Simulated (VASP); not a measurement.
Wanted: the native input for a VASP 6.6.1 run.

* Task: relaxation of cell and atoms
* Functional: PBE
* Potentials or basis: VASP PAW PBE potentials, release 64 (Si, C)
* Cutoff: 600 eV
* k mesh: 6 × 6 × 6
* Occupations: gaussian, width 0.02 eV
* Spin: no spin polarisation
* Dipole correction: no
* Further INCAR settings: ALGO = Normal; EDIFF = 1e-06; IBRION = 2; EDIFFG = -0.01; NSW = 100; ISIF = 3

The structure of SiC lies in POSCAR:

```
SiC
1.0
    5.3570960987      0.0000000000      0.0000000000
    0.0000000000      5.3570960987      0.0000000000
    0.0000000000      0.0000000000      5.3570960987
Si C
6 6
Direct
    0.7500000000      0.5000000000      0.0000000000
    0.5000000000      0.0000000000      0.7500000000
    0.0000000000      0.7500000000      0.5000000000
    0.0000000000      0.2500000000      0.5000000000
    0.2500000000      0.5000000000      0.0000000000
    0.5000000000      0.0000000000      0.2500000000
    0.5000000000      0.7500000000      0.0000000000
    0.7500000000      0.0000000000      0.5000000000
    0.0000000000      0.5000000000      0.7500000000
    0.2500000000      0.0000000000      0.5000000000
    0.0000000000      0.5000000000      0.2500000000
    0.5000000000      0.2500000000      0.0000000000
```

The input as run:

INCAR

```
ALGO = Normal
EDIFF = 1E-6
EDIFFG = -0.01
ENCUT = 600
GGA = PE
IBRION = 2
ISIF = 3
ISMEAR = 0
LASPH = T
LCHARG = F
LREAL = F
LWAVE = F
NELM = 100
NSW = 100
PREC = Accurate
SIGMA = 0.02
```

KPOINTS

```
k-points
0
Gamma
  6 6 6
```

Potentials or basis: VASP PAW PBE potentials, release 64 (Si, C).

The run is started by

```bash
$ cat potpaw_PBE.64/Si/POTCAR potpaw_PBE.64/C/POTCAR > POTCAR
$ mpirun -np 1 vasp_std > vasp.out
```

It gave:

- Relaxed volume: 12.79 Å³/atom
- Relaxed cell: a = 5.354 Å, b = 5.354 Å, c = 5.354 Å, α = 90.00°, β = 90.00°, γ = 90.00°
- Space group after relaxing (to 0.05 Å): Pm-3n (No. 223)
- Energy gained by relaxing: 0.0 meV/atom
- Ionic steps: 2
- Pressure after relaxing: 0.1 GPa
- Band gap on the k mesh: 1.89 eV, indirect (least direct gap 2.06 eV)

Run time: 2.4 min on 1 thread of Intel(R) Xeon(R) Platinum 8375C CPU @ 2.90GHz (Ice Lake), on a shared host, peak memory 0.36 GiB.
